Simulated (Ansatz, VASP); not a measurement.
**One calculation of V, two programs**

```
V
1.0
    -1.51300    1.51300    1.51300
     1.51300   -1.51300    1.51300
     1.51300    1.51300   -1.51300
V
1
Direct
  0.00000 0.00000 0.00000
```

Alike in both runs: task single point; functional PBE; k mesh 6 × 6 × 6; collinear spin.

```csv
,VASP,Ansatz
version,VASP 6.6.1,Ansatz 0.2.0
potentials or method,"VASP PAW PBE potentials, release 64 (V_sv)","scalar-relativistic, plane waves, PAW"
plane-wave cutoff (eV),500,420
occupations,"methfessel-paxton of order 1, width 0.065 eV","cold, width 0.065 eV"
valence electrons in the cell,13,13
```

Ansatz gave:

- gap on the k mesh at the Fermi level (eV): none
- pressure (GPa): -3.8
- net moment per atom (μB): 0.65
- size of the moment on the site where the two differ most (μB): 0.48

Question: Which values does VASP return?

Answer: gap on the k mesh at the Fermi level (eV): none; pressure (GPa): -3.9; net moment per atom (μB): 0.64; size of the moment on the site where the two differ most (μB): 0.50.

Site moments also hang on the region over which each program counts them. A gap of «none» marks a metal or a gap that the smearing closes. Ansatz's warnings: stability check not made.

The k mesh is coarse, so the values compare programs but aren't converged.
